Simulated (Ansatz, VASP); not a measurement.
## Sc: VASP beside Ansatz

```
CELL_PARAMETERS angstrom
2.89199 0.00000 0.00000
0.00000 2.89199 0.00000
0.00000 0.00000 2.89199
ATOMIC_POSITIONS crystal
Sc 0.00000 0.00000 0.00000
```

Alike in both runs: task single point; functional PBE; k mesh 12 × 12 × 12; occupations fermi-dirac, width 0.1 eV; no spin polarisation.

```csv
,VASP,Ansatz
version,VASP 6.6.1,Ansatz 0.2.0
potentials or method,"VASP PAW PBE potentials, release 64 (Sc_sv), cutoff 520 eV","plane waves (420 eV) with PAW, scalar-relativistic"
valence electrons in the cell,11,11
```

Ansatz gave:

```
pressure (GPa) : 3.2
```

What did VASP give for the same quantities?

Pressure (GPa): 3.3.

The functional is the same, so the differences come from potentials, cutoffs and numerics.
